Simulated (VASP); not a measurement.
ZrB, 2 atoms in the cell. The structure is cubic, space group Fm-3m (No. 225). The conventional cell has a = 4.903 Å, b = 4.903 Å, c = 4.903 Å, α = 90.00°, β = 90.00°, γ = 90.00°. Within 3.2 Å of Zr (site symmetry m-3m) lie 6 B at 2.45 Å. B (site symmetry m-3m) has 6 Zr at 2.45 Å within 3.2 Å. 

| Property | Result |
| --- | --- |
| Program | VASP 6.6.1 |
| Task | single point |
| Functional | PBE |
| Potentials or basis | VASP PAW PBE potentials, release 64 (Zr_sv, B) |
| Cutoff | 500 eV |
| k mesh | 6 × 6 × 6 |
| Occupations | gaussian, width 0.1 eV |
| Spin | no spin polarisation |
| Dipole correction | no |
| Further INCAR settings | ALGO = Normal; EDIFF = 1e-06; NBANDS = 14 |

Potentials or basis: VASP PAW PBE potentials, release 64 (Zr_sv, B).

Run with:

```bash
$ cat potpaw_PBE.64/Zr_sv/POTCAR potpaw_PBE.64/B/POTCAR > POTCAR
$ mpirun -np 1 vasp_std > vasp.out
```

Hardware: 1 thread of Intel(R) Xeon(R) Platinum 8559C (Emerald Rapids), with other jobs on the host.

Question: Estimate the wall time of this run.

Answer: Wall time 6.6 s on 1 thread of Intel(R) Xeon(R) Platinum 8559C (Emerald Rapids) (shared host), peak memory 0.15 GiB. Counts: scf iterations 13, k points 16.
